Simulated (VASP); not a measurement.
# Si2Ge (P-6m2) in VASP: further runs

The runs below take Si2Ge through single point, with PBE.

All numbers are computed with VASP 6.6.1; they aren't measurements. Logs are shortened: lines on timing, memory, paths and dates and some standing lists are left out, and cuts for length are marked.

## 1. The cell of the first run

The structure is hexagonal, space group P-6m2 (No. 187). Conventional cell: a = 2.892 Å, b = 2.892 Å, c = 13.713 Å, α = 90.00°, β = 90.00°, γ = 120.00°. Si (site symmetry -6m2) has 12 Si at 2.83 to 2.89 Å within 3.7 Å. Si (site symmetry 3m) has 3 Ge at 2.83 Å and 9 Si at 2.83 to 2.89 Å within 3.7 Å. Within 3.7 Å of Si (site symmetry -6m2) lie 6 Ge at 2.83 Å and 6 Si at 2.89 Å. Ge (site symmetry 3m) has 6 Si at 2.83 Å and 6 Ge at 2.89 Å within 3.7 Å.

## 2. Single point, PBE

The input, INCAR:

```
SYSTEM = Si2Ge
PREC     = Accurate       ! precision mode
ENCUT    = 520            ! plane-wave cutoff, eV
EDIFF    = 1E-7           ! SCF threshold, eV
ISMEAR   = 0              ! smearing method
SIGMA    = 0.1            ! smearing width, eV
LREAL    = .False.        ! projectors in reciprocal space
LASPH    = .True.         ! aspherical terms in the spheres
NELM     = 60             ! most SCF steps
ALGO     = Normal         ! electronic algorithm
ISIF     = 2              ! what is computed and relaxed
LWAVE    = .False.        ! write WAVECAR
LCHARG   = .False.        ! write CHGCAR
GGA      = PE             ! functional
NBANDS   = 31             ! bands
```

The input, KPOINTS:

```
Automatic mesh
0
Gamma
  6 6 2
  0 0 0
```

The input, POSCAR:

```
Si2Ge
1.0
    2.8924087400      0.0000000000      0.0000000000
   -1.4462043700      2.5048994500      0.0000000000
    0.0000000000      0.0000000000     13.7129361600
Si Ge
4 2
Direct
    0.3333333300      0.6666666700      0.0000000000
    0.6666666700      0.3333333300      0.8333333300
    0.6666666700      0.3333333300      0.1666666700
    0.6666666700      0.3333333300      0.5000000000
    0.3333333300      0.6666666700      0.6666666700
    0.3333333300      0.6666666700      0.3333333300
```

Potentials or basis: VASP PAW PBE potentials, release 64 (Si, Ge_d).

On the command line:

```console
cat potpaw_PBE.64/Si/POTCAR potpaw_PBE.64/Ge_d/POTCAR > POTCAR
mpirun -np 1 vasp_std > vasp.out
```

OUTCAR:

```text
SYSTEM = Si2Ge
   PREC = Accurate
   ENCUT = 520
   EDIFF = 1E-7
   ISMEAR = 0
   LREAL = .False.
   LASPH = .True.
   NELM = 60
   ISIF = 2
   GGA = PE

 ion  position               nearest neighbor table
   1  0.333  0.667  0.000-   2 2.83   3 2.83   2 2.83   3 2.83   2 2.83   3 2.83
   2  0.667  0.333  0.833-   5 2.83   5 2.83   5 2.83   1 2.83   1 2.83   1 2.83
   3  0.667  0.333  0.167-   6 2.83   6 2.83   6 2.83   1 2.83   1 2.83   1 2.83
   4  0.667  0.333  0.500-   5 2.83   6 2.83   5 2.83   6 2.83   5 2.83   6 2.83
   5  0.333  0.667  0.667-   2 2.83   2 2.83   2 2.83   4 2.83   4 2.83   4 2.83
   6  0.333  0.667  0.333-   3 2.83   3 2.83   3 2.83   4 2.83   4 2.83   4 2.83

  LATTYP: Found a hexagonal cell.
 ALAT       =     2.8924087400
 C/A-ratio  =     4.7410091009

  Lattice vectors:

 A1 = (   2.8924087400,   0.0000000000,   0.0000000000)
 A2 = (  -1.4462043700,   2.5048994500,   0.0000000000)
 A3 = (   0.0000000000,   0.0000000000,  13.7129361600)

Analysis of symmetry for initial positions (statically):
=====================================================================
 Subroutine PRICEL returns:
 Original cell was already a primitive cell.

 Routine SETGRP: Setting up the symmetry group for a
 hexagonal supercell.

 Subroutine GETGRP returns: Found 12 space group operations
 (whereof 12 operations were pure point group operations)
 out of a pool of 24 trial point group operations.

The static configuration has the point symmetry D_3h.

Analysis of symmetry for dynamics (positions and initial velocities):
=====================================================================
 Subroutine PRICEL returns:
 Original cell was already a primitive cell.

 Routine SETGRP: Setting up the symmetry group for a
 hexagonal supercell.

 Subroutine GETGRP returns: Found 12 space group operations
 (whereof 12 operations were pure point group operations)
 out of a pool of 24 trial point group operations.

The dynamic configuration has the point symmetry D_3h.

 Subroutine INISYM returns: Found 12 space group operations
 (whereof 12 operations are pure point group operations),
 and found     1 'primitive' translations

----------------------------------------------------------------------------------------

                                     Primitive cell

  volume of cell :      99.3529

  direct lattice vectors                    reciprocal lattice vectors
     2.892408740  0.000000000  0.000000000     0.345732602  0.199608811  0.000000000
    -1.446204370  2.504899450  0.000000000     0.000000000  0.399217621  0.000000000
     0.000000000  0.000000000 13.712936160     0.000000000  0.000000000  0.072923843

  length of vectors
     2.892408740  2.892408743 13.712936160     0.399217622  0.399217621  0.072923843

  position of ions in fractional coordinates (direct lattice)
     0.333333330  0.666666670  0.000000000
     0.666666670  0.333333330  0.833333330
     0.666666670  0.333333330  0.166666670
     0.666666670  0.333333330  0.500000000
     0.333333330  0.666666670  0.666666670
     0.333333330  0.666666670  0.333333330

  ion indices of the primitive-cell ions
   primitive index   ion index
                 1           1
                 2           2
                 3           3
                 4           4
                 5           5
                 6           6

----------------------------------------------------------------------------------------

 KPOINTS: Automatic mesh

Automatic generation of k-mesh.
 Grid dimensions read from file:
 generate k-points for:    6    6    2

 Generating k-lattice:

  Cartesian coordinates                     Fractional coordinates (reciprocal lattice)
     0.057622100  0.033268135  0.000000000     0.166666667  0.000000000  0.000000000
     0.000000000  0.066536270  0.000000000     0.000000000  0.166666667  0.000000000
     0.000000000  0.000000000  0.036461921     0.000000000  0.000000000  0.500000000

  Length of vectors
     0.066536270  0.066536270  0.036461921

  Shift w.r.t. Gamma in fractional coordinates (k-lattice)
     0.000000000  0.000000000  0.000000000

 Subroutine IBZKPT returns following result:
 ===========================================

 Found     14 irreducible k-points:

 Following reciprocal coordinates:
            Coordinates               Weight
  0.000000  0.000000  0.000000      1.000000
  0.166667  0.000000  0.000000      6.000000
  0.333333  0.000000  0.000000      6.000000
  0.500000  0.000000  0.000000      3.000000
  0.166667  0.166667  0.000000      6.000000
  0.333333  0.166667  0.000000     12.000000
  0.333333  0.333333  0.000000      2.000000
  0.000000  0.000000  0.500000      1.000000
  0.166667  0.000000  0.500000      6.000000
  0.333333  0.000000  0.500000      6.000000
  0.500000  0.000000  0.500000      3.000000
  0.166667  0.166667  0.500000      6.000000
  0.333333  0.166667  0.500000     12.000000
  0.333333  0.333333  0.500000      2.000000
   k-points           NKPTS =     14   k-points in BZ     NKDIM =     14   number of bands    NBANDS=     31
   number of dos      NEDOS =    301   number of ions     NIONS =      6
   total plane-waves  NPLWV =  62208
   dimension x,y,z NGX =    24 NGY =   24 NGZ =  108
   dimension x,y,z NGXF=    48 NGYF=   48 NGZF=  216
   ions per type =               4   2
   NGX,Y,Z   is equivalent  to a cutoff of  13.79, 13.79, 13.09 a.u.
   NGXF,Y,Z  is equivalent  to a cutoff of  27.59, 27.59, 26.19 a.u.
 SYSTEM =  Si2Ge
   PREC   = accura    normal or accurate (medium, high low for compatibility)
   ISTART =      0    job   : 0-new  1-cont  2-samecut
   ICHARG =      2    charge: 1-file 2-atom 10-const
   ISPIN  =      1    spin polarized calculation?
   LNONCOLLINEAR =      F non collinear calculations
   LSORBIT =      F    spin-orbit coupling
   LASPH  =      T    aspherical Exc in radial PAW
   ENCUT  =  520.0 eV  38.22 Ry    6.18 a.u.   5.38  5.38 25.50*2*pi/ulx,y,z
   NELM   =     60;   NELMIN=  2; NELMDL= -5     # of ELM steps
   EDIFF  = 0.1E-06   stopping-criterion for ELM
   LREAL  =      F    real-space projection
   EDIFFG = 0.1E-05   stopping-criterion for IOM
   NSW    =      0    number of steps for IOM
   IBRION =     -1    ionic relax: 0-MD 1-quasi-New 2-CG
   NFREE  =      0    steps in history (QN), initial steepest desc. (CG)
   ISIF   =      2    stress and relaxation
   ISYM   =      2    0-nonsym 1-usesym 2-fastsym
   POTIM  = 0.5000    time-step for ionic-motion
   TEBEG  =    0.0;   TEEND  =   0.0 temperature during run
   PSTRESS=    0.0 pullay stress
   NELECT =      44.0000    total number of electrons
   NUPDOWN=      -1.0000    fix difference up-down
   EMIN   =  10.00;   EMAX   =-10.00  energy-range for DOS
   EFERMI =   0.00;   METHOD = LEGACY
   ISMEAR =     0;   SIGMA  =   0.10  broadening in eV -4-tet -1-fermi 0-gaus
   EFERMI_NEDOS =   21; number of points for ismear=-14 and -15
   IALGO  =     38    algorithm
   IMIX   =      4    mixing-type and parameters
     AMIX     =   0.40;   BMIX     =  1.00
     AMIX_MAG =   1.60;   BMIX_MAG =  1.00
  volume/ion in A,a.u.               =      16.56       111.74
  Fermi-wavevector in a.u.,A,eV,Ry     =   1.247859  2.358112 21.186347  1.557153
  Thomas-Fermi vector in A             =   2.381972
   LORBIT       =      0    0 simple, 1 ext, 2 COOP (PROOUT), +10 PAW based schemes
   GGA     = PE    functional components
   LHFCALC =     F    Hartree Fock is set to
   AEXX    =    0.0000 exact exchange contribution
   IVDW    =     0    specifies the selected vdW correction
   LEPSILON=     F    determine dielectric tensor
   LRPA    =     F    only Hartree local field effects (RPA)
 non-spin polarized calculation
 Gauss-broadening in eV      SIGMA  =   0.10
  energy-cutoff  :      520.00
  volume of cell :       99.35
 maximum number of plane-waves:      2738
 NGX is ok and might be reduce to    24
   NGX = 11   NGY = 11   NGZ = 51

 number of electron      43.9999988 magnetization

 Free energy of the ion-electron system (eV)
  ---------------------------------------------------
  ext. energy  EPLUGINS =         0.00000000
  ---------------------------------------------------
  free energy    TOTEN  =       -27.33831119 eV

  energy without entropy =      -27.33016885  energy(sigma->0) =      -27.33424002

 E-fermi :   8.2324     XC(G=0): -11.0942

 val. band max:        8.2114941127   @ k =   0.3333   0.3333   0.5000
 cond. band min:       8.3284185015   @ k =   0.1667   0.1667   0.0000
 fundamental gap:      0.1169243888
 Fermi energy:         8.2323532245

 k-point     1 :       0.0000    0.0000    0.0000
  band No.  band energies     occupation
      1     -16.3875      2.00000
      2     -16.3862      2.00000
      3     -16.3823      2.00000
      4     -16.3823      2.00000
      5     -16.3823      2.00000
      6     -16.3823      2.00000
[... 23 lines left out ...]
     30      17.1580      0.00000
     31      17.1656      0.00000

 k-point     2 :       0.1667    0.0000    0.0000
  band No.  band energies     occupation
      1     -16.3945      2.00000
      2     -16.3942      2.00000
      3     -16.3629      2.00000
      4     -16.3617      2.00000
      5     -16.3533      2.00000
      6     -16.3533      2.00000
[... 23 lines left out ...]
     30      15.2159      0.00000
     31      15.8019      0.00000

 k-point     3 :       0.3333    0.0000    0.0000
  band No.  band energies     occupation
      1     -16.4173      2.00000
      2     -16.4171      2.00000
      3     -16.3551      2.00000
      4     -16.3544      2.00000
      5     -16.3167      2.00000
      6     -16.3156      2.00000
[... 363 lines left out ...]
     30      11.5018      0.00000
     31      12.6620      0.00000

 k-point    14 :       0.3333    0.3333    0.5000
  band No.  band energies     occupation
      1     -16.3518      2.00000
      2     -16.3512      2.00000
      3     -16.3488      2.00000
      4     -16.3484      2.00000
      5     -16.3327      2.00000
      6     -16.3326      2.00000
[... 23 lines left out ...]
     30      11.2119      0.00000
     31      11.2549      0.00000

------------------------ aborting loop because EDIFF is reached ----------------------------------------

  FORCE on cell =-STRESS in cart. coord.  units (eV):
  Direction    XX          YY          ZZ          XY          YZ          ZX
  --------------------------------------------------------------------------------------
  -------------------------------------------------------------------------------------
  Total        0.3306736      0.3306736     -2.4783855      0.0000000      0.0000000     -0.0000000
  in kB        5.3324859      5.3324859    -39.9667672      0.0000000      0.0000000     -0.0000000
  external PRESSURE =      -9.7672651 kB  Pullay stress =       0.0000000 kB

 VOLUME and BASIS-vectors are now :
 -----------------------------------------------------------------------------
  energy-cutoff  :      520.00
  volume of cell :       99.35
      direct lattice vectors                 reciprocal lattice vectors
     2.892408740  0.000000000  0.000000000     0.345732602  0.199608811  0.000000000
    -1.446204370  2.504899450  0.000000000     0.000000000  0.399217621  0.000000000
     0.000000000  0.000000000 13.712936160     0.000000000  0.000000000  0.072923843

 POSITION                                       TOTAL-FORCE (eV/Angst)
 -----------------------------------------------------------------------------------
     -0.00000      1.66993      0.00000        -0.000000      0.000000      0.000000
      1.44620      0.83497     11.42745        -0.000000      0.000000      0.473542
      1.44620      0.83497      2.28549        -0.000000      0.000000     -0.473542
      1.44620      0.83497      6.85647        -0.000000      0.000000      0.000000
     -0.00000      1.66993      9.14196         0.000000     -0.000000      0.041640
     -0.00000      1.66993      4.57098         0.000000     -0.000000     -0.041640
 -----------------------------------------------------------------------------------
    total drift:                                0.000013     -0.000008      0.000000

  FREE ENERGIE OF THE ION-ELECTRON SYSTEM (eV)
  ---------------------------------------------------
  free  energy   TOTEN  =       -27.3383111949 eV

  energy  without entropy=      -27.3301688538  energy(sigma->0) =      -27.33424002
```

It took 39 s on 1 thread of Intel Xeon 6975P-C (Granite Rapids), shared host; peak memory 0.23 GiB.

Results:

```
Free energy            : -27.3383 eV
Pressure               : -1.0 GPa
Largest force          : 0.474 eV/Å
Band gap on the k mesh : zero (band 22 reaches 15.25 eV, above the bottom of band 23 at 5.35 eV)
```

Forces in eV/Å, atoms in the order of the input:
```
Si   0.000  0.000  0.000
Si   0.000  0.000  0.474
Si   0.000  0.000 -0.474
Si   0.000  0.000  0.000
Ge   0.000  0.000  0.042
Ge   0.000  0.000 -0.042
```

Stress tensor (GPa, compression positive):
```
 0.53  0.00  0.00
 0.00  0.53  0.00
 0.00  0.00 -4.00
```

Levels at points of the mesh, in eV from the Fermi level:
```
           k point  band 20  band 21  band 22  band 23  band 24  band 25
(0.00, 0.00, 0.00)     5.32     5.36     6.94     6.94     7.50     7.50
(0.50, 0.00, 0.00)    -3.92    -1.45    -1.13    -1.04     0.85     2.67
(0.00, 0.00, 0.50)     2.06     7.02     7.02     7.20     7.20     8.04
(0.50, 0.00, 0.50)    -3.25    -2.41    -2.30     1.01     1.15     2.32
```

Caveat: the k points lie up to 0.42 Å⁻¹ apart.

[end of part 1 of 2]
